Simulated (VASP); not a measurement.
# Nb16O (a cell with a defect) in VASP: single point with PBE

Aim: the single point of Nb16O (a cell with a defect) with PBE.

Program: VASP 6.6.1. These are calculated values, not measurements. Logs are shortened: lines on timing, memory, paths and dates and some standing lists are left out, and cuts for length are marked.

## Step 1: The cell of the first run

The cell holds a defect, 17 atoms: a = 6.617 Å, b = 6.617 Å, c = 6.617 Å, α = 90.00°, β = 90.00°, γ = 90.00°.

## Step 2: Single point, PBE

Contents of INCAR:

```
SYSTEM = Nb16O
PREC     = Accurate       ! precision mode
ENCUT    = 520            ! plane-wave cutoff, eV
EDIFF    = 1E-6           ! SCF threshold, eV
ISMEAR   = 1              ! smearing method
SIGMA    = 0.1            ! smearing width, eV
LREAL    = Auto         
LASPH    = .True.         ! aspherical terms in the spheres
NELM     = 80             ! most SCF steps
ALGO     = Normal         ! electronic algorithm
ISIF     = 2              ! what is computed and relaxed
LWAVE    = .False.        ! write WAVECAR
LCHARG   = .False.        ! write CHGCAR
GGA      = PE             ! functional
NBANDS   = 121            ! bands
```

Contents of KPOINTS:

```
Automatic mesh
0
Gamma
  3 3 3
  0 0 0
```

Contents of POSCAR:

```
Nb16O
1.0
    6.6171497900      0.0000000000      0.0000000000
    0.0000000000      6.6171497900      0.0000000000
    0.0000000000      0.0000000000      6.6171497900
Nb O
16 1
Direct
    0.0069088658     -0.0063673940     -0.0001845205
    0.2503256013      0.2501366982      0.2488432410
   -0.0002408892      0.0007689111      0.4998168554
    0.2504552644      0.2501320134      0.7507507247
    0.0069126439      0.5066864294     -0.0001464377
    0.2503792498      0.7501477460      0.2542739780
   -0.0002254747      0.4995064499      0.4998644590
    0.2503872593      0.7501441191      0.7453054799
    0.4938615724     -0.0063601401     -0.0002679401
    0.7503105049      0.2501039046      0.2054321034
    0.5010231150      0.0007695156      0.4997198348
    0.7504891317      0.2501867197      0.7941391939
    0.4938653504      0.5066817446     -0.0002236613
    0.7503698960      0.7501049784      0.2488459612
    0.5010276486      0.4995020673      0.4997742389
    0.7503762432      0.7501734368      0.7507502713
    0.7504312518      0.2501590643      0.4997860265
```

Potentials or basis: VASP PAW PBE potentials, release 64 (Nb_sv, O).

Launch:

```bash
$ cat potpaw_PBE.64/Nb_sv/POTCAR potpaw_PBE.64/O/POTCAR > POTCAR
$ mpirun -np 1 vasp_std > vasp.out
```

OUTCAR:

```text
SYSTEM = Nb16O
   PREC = Accurate
   ENCUT = 520
   EDIFF = 1E-6
   ISMEAR = 1
   LREAL = Auto
   LASPH = .True.
   NELM = 80
   ISIF = 2
   GGA = PE

 ion  position               nearest neighbor table
   1  0.007  0.994  1.000-  12 2.76  10 2.76   6 2.83   8 2.83   2 2.86  16 2.86  14 2.86   4 2.86

   2  0.250  0.250  0.249-   1 2.86   5 2.86   9 2.86  13 2.86   3 2.87  11 2.87   7 2.87  15 2.87

   3  1.000  0.001  0.500-  17 2.33   8 2.85   6 2.85   2 2.87  16 2.87   4 2.87  14 2.87  12 3.04
                            10 3.04
   4  0.250  0.250  0.751-   9 2.86  13 2.86   1 2.86   5 2.86  15 2.87   7 2.87  11 2.87   3 2.87
[... 21 lines left out ...]
  15  0.501  0.500  0.500-  17 2.33   6 2.85   8 2.85  14 2.87   4 2.87  16 2.87   2 2.87  10 3.04
                            12 3.04
  16  0.750  0.750  0.751-   9 2.86  13 2.86   1 2.86   5 2.86   3 2.87   7 2.87  11 2.87  15 2.87

  17  0.750  0.250  0.500-  12 1.95  10 1.95   7 2.33   3 2.33  15 2.33  11 2.33

  LATTYP: Found a simple cubic cell.
 ALAT       =     6.6171497900

  Lattice vectors:

 A1 = (   6.6171497900,   0.0000000000,   0.0000000000)
 A2 = (   0.0000000000,   6.6171497900,   0.0000000000)
 A3 = (   0.0000000000,   0.0000000000,   6.6171497900)

Analysis of symmetry for initial positions (statically):
=====================================================================
 Subroutine PRICEL returns:
 Original cell was already a primitive cell.

 Routine SETGRP: Setting up the symmetry group for a
 simple cubic supercell.

 Subroutine GETGRP returns: Found  1 space group operations
 (whereof  1 operations were pure point group operations)
 out of a pool of 48 trial point group operations.

The static configuration has the point symmetry C_1 .

Analysis of symmetry for dynamics (positions and initial velocities):
=====================================================================
 Subroutine PRICEL returns:
 Original cell was already a primitive cell.

 Routine SETGRP: Setting up the symmetry group for a
 simple cubic supercell.

 Subroutine GETGRP returns: Found  1 space group operations
 (whereof  1 operations were pure point group operations)
 out of a pool of 48 trial point group operations.

The dynamic configuration has the point symmetry C_1 .

 Subroutine INISYM returns: Found  1 space group operations
 (whereof  1 operations are pure point group operations),
 and found     1 'primitive' translations

[... 120 lines left out ...]
   ISYM   =      2    0-nonsym 1-usesym 2-fastsym
   POTIM  = 0.5000    time-step for ionic-motion
   TEBEG  =    0.0;   TEEND  =   0.0 temperature during run
   PSTRESS=    0.0 pullay stress
   NELECT =     214.0000    total number of electrons
   NUPDOWN=      -1.0000    fix difference up-down
   EMIN   =  10.00;   EMAX   =-10.00  energy-range for DOS
   EFERMI =   0.00;   METHOD = LEGACY
   ISMEAR =     1;   SIGMA  =   0.10  broadening in eV -4-tet -1-fermi 0-gaus
   EFERMI_NEDOS =   21; number of points for ismear=-14 and -15
   IALGO  =     38    algorithm
   IMIX   =      4    mixing-type and parameters
     AMIX     =   0.40;   BMIX     =  1.00
     AMIX_MAG =   1.60;   BMIX_MAG =  1.00
  volume/ion in A,a.u.               =      17.04       115.02
  Fermi-wavevector in a.u.,A,eV,Ry     =   1.479819  2.796452 29.794893  2.189863
  Thomas-Fermi vector in A             =   2.593929
   LORBIT       =      0    0 simple, 1 ext, 2 COOP (PROOUT), +10 PAW based schemes
   GGA     = PE    functional components
   LHFCALC =     F    Hartree Fock is set to
   AEXX    =    0.0000 exact exchange contribution
   IVDW    =     0    specifies the selected vdW correction
   LEPSILON=     F    determine dielectric tensor
   LRPA    =     F    only Hartree local field effects (RPA)
 non-spin polarized calculation
 Methfessel and Paxton  Order N= 1 SIGMA  =   0.10
  energy-cutoff  :      520.00
  volume of cell :      289.74
 maximum number of plane-waves:      7814
 NGX is ok and might be reduce to    50
   NGX = 25   NGY = 25   NGZ = 25

 number of electron     214.0000012 magnetization

 Free energy of the ion-electron system (eV)
  ---------------------------------------------------
  ext. energy  EPLUGINS =         0.00000000
  ---------------------------------------------------
  free energy    TOTEN  =      -171.74070473 eV

  energy without entropy =     -171.74613800  energy(sigma->0) =     -171.74251582

 E-fermi :  11.4983     XC(G=0): -12.5840

 val. band max:       11.4704868326   @ k =   0.0000   0.3333   0.0000
 cond. band min:      11.5056418271   @ k =   0.0000   0.0000   0.0000
 fundamental gap:      0.0351549946
 Fermi energy:        11.4983313214

 k-point     1 :       0.0000    0.0000    0.0000
  band No.  band energies     occupation
      1     -43.1249      2.00000
      2     -43.0158      2.00000
      3     -43.0127      2.00000
      4     -43.0126      2.00000
      5     -42.9929      2.00000
      6     -42.9349      2.00000
[... 1697 lines left out ...]
    118      13.6052      0.00000
    119      13.7256      0.00000
 [bands above 119 left out]

------------------------ aborting loop because EDIFF is reached ----------------------------------------

  FORCE on cell =-STRESS in cart. coord.  units (eV):
  Direction    XX          YY          ZZ          XY          YZ          ZX
  --------------------------------------------------------------------------------------
  -------------------------------------------------------------------------------------
  Total        4.3201992      4.3180533     18.4043567      0.0010337      0.0002057     -0.0000547
  in kB       23.8891918     23.8773259    101.7696610      0.0057159      0.0011376     -0.0003023
  external PRESSURE =      49.8453929 kB  Pullay stress =       0.0000000 kB

 VOLUME and BASIS-vectors are now :
 -----------------------------------------------------------------------------
  energy-cutoff  :      520.00
  volume of cell :      289.74
      direct lattice vectors                 reciprocal lattice vectors
     6.617149790  0.000000000  0.000000000     0.151122467  0.000000000  0.000000000
     0.000000000  6.617149790  0.000000000     0.000000000  0.151122467  0.000000000
     0.000000000  0.000000000  6.617149790     0.000000000  0.000000000  0.151122467

 POSITION                                       TOTAL-FORCE (eV/Angst)
 -----------------------------------------------------------------------------------
      0.04572      6.57502      6.61593        -0.004936      0.003439     -0.001241
      1.65644      1.65519      1.64663         0.004041     -0.000134      0.001632
      6.61556      0.00509      3.30736        -0.005639      0.003237     -0.001433
      1.65730      1.65516      4.96783        -0.002408      0.002440     -0.001237
      0.04574      3.35282      6.61618        -0.005191     -0.005301     -0.001119
      1.65680      4.96384      1.68257        -0.001401     -0.000563      0.017179
[... 9 lines left out ...]
      4.96535      4.96401      4.96783         0.004449     -0.000812     -0.001226
      4.96572      1.65534      3.30716        -0.002657     -0.001532      0.000234
 -----------------------------------------------------------------------------------
    total drift:                                0.006637      0.002601      0.009576

  FREE ENERGIE OF THE ION-ELECTRON SYSTEM (eV)
  ---------------------------------------------------
  free  energy   TOTEN  =      -171.7407047270 eV

  energy  without entropy=     -171.7461380020  energy(sigma->0) =     -171.74251582
```

OSZICAR:

```text
N       E                     dE             d eps       ncg     rms          rms(c)
DAV:   1     0.323546537182E+04    0.32355E+04   -0.11796E+05  3388   0.189E+03
DAV:   2     0.136042073130E+03   -0.30994E+04   -0.30507E+04  3807   0.828E+02
DAV:   3    -0.148640336822E+03   -0.28468E+03   -0.27624E+03  5320   0.175E+02
DAV:   4    -0.177753431472E+03   -0.29113E+02   -0.27965E+02  5872   0.504E+01
DAV:   5    -0.179930918280E+03   -0.21775E+01   -0.21212E+01  5688   0.141E+01    0.304E+01
DAV:   6    -0.172791878859E+03    0.71390E+01   -0.32537E+01  5056   0.231E+01    0.118E+01
DAV:   7    -0.172564912014E+03    0.22697E+00   -0.19959E+01  5144   0.179E+01    0.671E+00
DAV:   8    -0.171601612937E+03    0.96330E+00   -0.63166E+00  5080   0.103E+01    0.375E+00
DAV:   9    -0.171707840946E+03   -0.10623E+00   -0.97323E-01  5160   0.366E+00    0.277E+00
DAV:  10    -0.171742524312E+03   -0.34683E-01   -0.33771E-01  5136   0.275E+00    0.136E+00
DAV:  11    -0.171744594197E+03   -0.20699E-02   -0.15801E-01  5040   0.203E+00    0.411E-01
DAV:  12    -0.171740853878E+03    0.37403E-02   -0.31457E-02  5280   0.951E-01    0.154E-01
DAV:  13    -0.171740696946E+03    0.15693E-03   -0.49649E-03  5656   0.310E-01    0.103E-01
DAV:  14    -0.171740659162E+03    0.37784E-04   -0.58256E-04  5728   0.113E-01    0.718E-02
DAV:  15    -0.171740689891E+03   -0.30729E-04   -0.20589E-04  5264   0.756E-02    0.340E-02
DAV:  16    -0.171740706406E+03   -0.16515E-04   -0.88217E-05  5576   0.501E-02    0.112E-02
DAV:  17    -0.171740705516E+03    0.88944E-06   -0.14042E-05  5024   0.163E-02    0.655E-03
DAV:  18    -0.171740704727E+03    0.78926E-06   -0.14508E-06  2320   0.896E-03
   1 F= -.17174070E+03 E0= -.17174252E+03  d E =0.543327E-02
```

Run time: 32 min. Hardware: 1 thread of AMD EPYC 7R43 (Zen 3), shared host; peak memory 0.47 GiB.

Results:

- Free energy: -171.7407 eV
- Pressure: 5.0 GPa
- Largest force: 0.033 eV/Å
- Band gap on the k mesh: zero (bands 107 and 108 overlap by 1.13 eV)

Forces in eV/Å, atoms in the order of the input:
```
Nb  -0.005  0.003 -0.001
Nb   0.004  0.000  0.002
Nb  -0.006  0.003 -0.001
Nb  -0.002  0.002 -0.001
Nb  -0.005 -0.005 -0.001
Nb  -0.001 -0.001  0.017
Nb  -0.006 -0.004 -0.004
Nb   0.002  0.001 -0.017
Nb   0.005  0.003  0.000
Nb   0.005  0.002  0.033
Nb   0.005  0.004  0.003
Nb  -0.004 -0.002 -0.029
Nb   0.005 -0.005  0.000
Nb  -0.001  0.003  0.001
Nb   0.004 -0.004  0.000
Nb   0.004 -0.001 -0.001
O   -0.003 -0.002  0.000
```

Stress tensor (GPa, compression positive):
```
 2.39  0.00  0.00
 0.00  2.39  0.00
 0.00  0.00 10.18
```

Levels at points of the mesh, in eV from the Fermi level:
| k point | band 104 | band 105 | band 106 | band 107 | band 108 | band 109 |
| --- | --- | --- | --- | --- | --- | --- |
| (0.00, 0.00, 0.00) | 0.31 | 0.56 | 0.56 | 0.66 | 0.71 | 0.71 |
